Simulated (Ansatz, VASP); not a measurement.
## YHg: VASP beside Ansatz

```
Y Hg
1.0
     3.70638    0.00000    0.00000
     0.00000    3.70638    0.00000
     0.00000    0.00000    3.70638
Y Hg
1 1
Direct
  0.50000 0.50000 0.50000
  0.00000 0.00000 0.00000
```

Change from the starting cell: volume scaled by 1.02, crystal datasets.

Alike in both runs: task electric field gradients; functional LDA; k mesh 11 × 11 × 11; occupations fermi-dirac, width 0.08 eV; no spin polarisation.

|  | VASP | Ansatz |
| --- | --- | --- |
| version | VASP 6.6.1 | Ansatz 0.2.0 |
| potentials or method | VASP PAW LDA potentials, release 64 (Y_sv, Hg), cutoff 520 eV | all-electron PAW with datasets made for the crystal, scalar-relativistic |

VASP gave:

```
pressure (GPa) : -4.5
```

Problem. Estimate Ansatz's values.

Solution. Pressure (GPa): -4.7.

LDA's correlation is that of Perdew and Zunger in VASP and of Perdew and Wang (1992) in Ansatz. Ansatz ran all-electron here, and VASP with PAW potentials.

Spin-orbit coupling is off throughout.
